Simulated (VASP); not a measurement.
## MnO2: single point with LDA

The system is MnO2.

```xyz
3
Lattice="3.0356 0.0000 0.0000 -1.5178 2.6289 0.0000 0.0000 0.0000 4.8897" Properties=species:S:1:pos:R:3 pbc="T T T"
Mn    0.0000    0.0000    2.4448
O     1.5178    0.8763    1.4361
O     0.0000    1.7526    3.4536
```

| Quantity | Value |
| --- | --- |
| Program | VASP 6.6.1 |
| Task | single point |
| Functional | LDA |
| Potentials or basis | VASP PAW LDA potentials, release 64 (Mn_pv, O) |
| Cutoff | 520 eV |
| k mesh | 11 × 11 × 6 |
| Occupations | fermi-dirac, width 0.03 eV |
| Spin | no spin polarisation |
| Dipole correction | no |
| Further INCAR settings | ALGO = Normal; EDIFF = 1e-06; NBANDS = 20 |

```json
{
 "Pressure": "-36.9 GPa",
 "Largest force": "2.708 eV/Å",
 "Band gap on the k mesh": "zero (an odd number of electrons rules out a gap without spin polarisation)"
}
```

Forces on the atoms (eV/Å):
```
Mn   0.000  0.000  0.000
O    0.000  0.000  2.708
O    0.000  0.000 -2.708
```

Stress tensor (GPa, compression positive):
```
-43.24   0.00   0.00
  0.00 -43.24   0.00
  0.00   0.00 -24.22
```

Levels at points of the mesh, in eV from the Fermi level:
| k point | band 11 | band 12 | band 13 | band 14 | band 15 | band 16 |
| --- | --- | --- | --- | --- | --- | --- |
| (0.00, 0.00, 0.00) | -1.15 | -0.62 | -0.62 | 0.65 | 2.60 | 2.60 |
| (0.00, 0.00, 0.50) | -1.48 | -0.63 | -0.63 | 0.75 | 2.63 | 2.63 |

It took 50 s on 1 thread of AMD EPYC 7R13 Processor (Zen 3), with other jobs on the host, peak memory 0.15 GiB.

Caveat: the cell stands under tension; an odd number of electrons without spin polarisation forces a metal; a magnetic or distorted state may lie lower; the run has no spin polarisation, though such a crystal can be magnetic; semilocal functionals often make such compounds metallic where correlation or magnetic order opens a gap, which also shifts bond lengths. Spin polarisation is off, so any magnetic state and its effect on volume and gap are missing.
